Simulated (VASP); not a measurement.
Ti3C2: single point with r2SCAN

Ti3C2:

```
CELL_PARAMETERS angstrom
3.08830 0.00000 0.00000
-1.54415 2.67454 0.00000
0.00000 0.00000 7.30654
ATOMIC_POSITIONS crystal
Ti 0.00000 0.00000 0.00000
Ti 0.33333 0.66667 0.67902
Ti 0.66667 0.33333 0.32098
C 0.33333 0.66667 0.17655
C 0.66667 0.33333 0.82345
```

```json
{
  "Program": "VASP 6.6.1",
  "Task": "single point",
  "Functional": "r2SCAN",
  "Potentials or basis": "VASP PAW PBE potentials, release 64 (Ti_sv, C)",
  "Cutoff": "520 eV",
  "k mesh": "12 × 12 × 6",
  "Occupations": "gaussian, width 0.1 eV",
  "Spin": "no spin polarisation"
}
```

| Quantity | Value |
| --- | --- |
| Pressure | 0.8 GPa |
| Largest force | 0.089 eV/Å |
| Band gap on the k mesh | zero (band 22 reaches 9.55 eV, above the bottom of band 23 at 8.75 eV) |

Forces on the atoms (eV/Å):
```
Ti   0.000  0.000  0.000
Ti   0.000  0.000 -0.089
Ti   0.000  0.000  0.089
C    0.000  0.000 -0.027
C    0.000  0.000  0.027
```

Levels at points of the mesh, in eV from the Fermi level:
```csv
k point,band 20,band 21,band 22,band 23,band 24,band 25
"(0.00, 0.00, 0.00)",-2.02,-1.89,0.50,0.50,0.93,1.74
"(0.50, 0.00, 0.00)",-2.12,-1.76,-1.18,0.32,2.26,2.66
"(0.00, 0.00, 0.50)",-1.87,-0.99,0.57,0.71,0.71,1.38
"(0.50, 0.00, 0.50)",-2.00,-1.54,-1.22,0.26,1.72,2.13
```

Run time: 13 min on 1 thread of Intel Xeon 6975P-C, on a shared host, peak memory 0.29 GiB.

Caveat: the PAW data sets were made with another functional, which shifts forces and pressure a little.
